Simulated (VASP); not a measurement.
SnO: single point with LDA

The system is SnO.

```
Sn O
1.0
     3.35500    0.00000    0.00000
     0.00000    5.67410    0.00000
     0.00000    0.00000    4.22197
Sn O
2 2
Direct
  0.00000 0.23191 0.40656
  0.50000 0.76809 0.01314
  0.00000 0.89125 0.73686
  0.50000 0.10875 0.23686
```

This cell differs from its parent crystal: atom 1 (Sn) moved by (+0.000, -0.450) A along [1 1 0] and z.

- Program: VASP 6.6.1
- Task: single point
- Functional: LDA
- Potentials or basis: VASP PAW LDA potentials, release 64 (Sn_d, O)
- Cutoff: 520 eV
- k mesh: 8 × 6 × 6
- Occupations: gaussian, width 0.05 eV
- Spin: no spin polarisation
- Dipole correction: no
- Further INCAR settings: ALGO = Normal; EDIFF = 1e-07; NBANDS = 28

The pressure is 1.4 GPa and the largest force is 3.497 eV/Å. The band gap on the k mesh is 1.03 eV (least direct gap 1.86 eV).

Forces on the atoms (eV/Å):
```
Sn   0.000  1.662  3.077
Sn   0.000  0.138 -0.977
O    0.000  0.505  0.035
O    0.000 -2.305 -2.135
```

Stress tensor (GPa, compression positive):
```
 6.81  0.00  0.00
 0.00 -0.38  7.02
 0.00  7.02 -2.28
```

Levels at points of the mesh, in eV from the valence-band top:
```
           k point  band 16  band 17  band 18  band 19  band 20  band 21  band 22  band 23  band 24  band 25
(0.00, 0.00, 0.00)    -4.87    -3.77    -3.09    -2.54     0.00     2.07     2.51     4.48     5.93     7.56
(0.50, 0.00, 0.00)    -4.49    -3.80    -2.52    -1.54    -1.49     2.05     3.59     4.19     5.02     6.18
(0.00, 0.50, 0.00)    -4.61    -4.03    -3.10    -2.23    -1.56     2.72     3.60     4.07     4.73     6.79
(0.50, 0.50, 0.00)    -4.49    -3.81    -2.62    -1.29    -1.21     1.36     2.34     5.26     5.89     7.31
(0.00, 0.00, 0.50)    -4.78    -3.37    -3.17    -2.03    -1.56     1.49     2.40     3.97     5.27     7.40
(0.50, 0.00, 0.50)    -4.31    -3.95    -2.95    -1.64    -0.97     1.04     2.35     3.91     5.25     6.10
(0.00, 0.50, 0.50)    -4.21    -3.18    -3.17    -2.15    -1.14     1.22     1.81     4.48     5.60     7.17
(0.50, 0.50, 0.50)    -4.53    -4.13    -3.27    -1.03    -0.63     2.05     2.72     3.47     3.56     5.59
```

It took 5 min on 1 thread of Intel Xeon 8259CL, with other jobs on the host, peak memory 0.29 GiB.

Caveat: the cell differs from its parent crystal (atom 1 (Sn) moved by (+0.000, -0.450) A along [1 1 0] and z); spin-orbit coupling is left out, which moves the levels of the heavy elements; forces of over 1 eV/Å act on the atoms, so gaps and moduli don't describe the material at rest. A k mesh can miss the band edges.
